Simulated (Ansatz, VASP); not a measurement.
# Two plane-wave programs on FeSi

INCAR

```
PREC = Accurate
ENCUT = 520
EDIFF = 1E-8
ISMEAR = 0
SIGMA = 0.01
LREAL = False
LASPH = True
NELM = 80
ALGO = Normal
ISIF = 2
LWAVE = False
LCHARG = False
GGA = PE
LEFG = True
NBANDS = 34
```

KPOINTS

```
regular mesh
0
Gamma
  8 8 8
```

The input POSCAR:

```
FeSi
1.0
    4.4479696592      0.0000000000      0.0000000000
    0.0000000000      4.4479696592      0.0000000000
    0.0000000000      0.0000000000      4.4479696592
Fe Si
4 4
Direct
    0.1359900669      0.1359900669      0.1359900669
    0.3640099331      0.8640099331      0.6359900669
    0.6359900669      0.3640099331      0.8640099331
    0.8640099331      0.6359900669      0.3640099331
    0.8407102842      0.8407102842      0.8407102842
    0.6592897158      0.1592897158      0.3407102842
    0.3407102842      0.6592897158      0.1592897158
    0.1592897158      0.3407102842      0.6592897158
```

Input for Ansatz:

```yaml
crystal:
  lattice:
    - [4.4479696592, 0.0, 0.0]
    - [0.0, 4.4479696592, 0.0]
    - [0.0, 0.0, 4.4479696592]
  atoms:
    - { symbol: Fe, position: [0.1359900669, 0.1359900669, 0.1359900669] }
    - { symbol: Fe, position: [0.3640099331, 0.8640099331, 0.6359900669] }
    - { symbol: Fe, position: [0.6359900669, 0.3640099331, 0.8640099331] }
    - { symbol: Fe, position: [0.8640099331, 0.6359900669, 0.3640099331] }
    - { symbol: Si, position: [0.8407102842, 0.8407102842, 0.8407102842] }
    - { symbol: Si, position: [0.6592897158, 0.1592897158, 0.3407102842] }
    - { symbol: Si, position: [0.3407102842, 0.6592897158, 0.1592897158] }
    - { symbol: Si, position: [0.1592897158, 0.3407102842, 0.6592897158] }
basis:
  ecutwfc: 420
kpoints:
  mp_grid: { grid: [8, 8, 8] }
hamiltonian:
  xc: pbe
scf:
  occupations: { method: gaussian, width: 0.01 }
output:
  forces: true
  stress: true
  eigenvalues: true
  efg: {}
checkpoint:
  read: start.run
  write: ck
  compress: false
  write_wavefunctions: false
  write_every: 100000
```

Alike in both runs: task electric field gradients; functional PBE; k mesh 8 × 8 × 8; occupations gaussian, width 0.01 eV; no spin polarisation.

```csv
,VASP,Ansatz
version,VASP 6.6.1,Ansatz 0.2.0
potentials or method,"VASP PAW PBE potentials, release 64 (Fe, Si), cutoff 520 eV","scalar-relativistic, plane waves, PAW"
valence electrons in the cell,48,80
```

Ansatz gave:

```
gap on the k mesh at the Fermi level (eV)            : 0.17
least direct gap on the mesh (eV)                    : 0.18
pressure (GPa)                                       : 0.0
rms of the force components (eV/Å)                   : 0.000
size of Vzz on the site where it differs most (V/Å²) : 55.5
```

Question: Estimate VASP's values.

Answer: gap on the k mesh at the Fermi level (eV): 0.16; least direct gap on the mesh (eV): 0.17; pressure (GPa): 0.2; rms of the force components (eV/Å): 0.015; size of Vzz on the site where it differs most (V/Å²): 48.6.

Atom by atom the forces differ by 0.014 eV/Å (rms over components). VASP's potentials hold 48 valence electrons a cell and Ansatz's 80, so a difference there can come from the potentials and not from the codes.
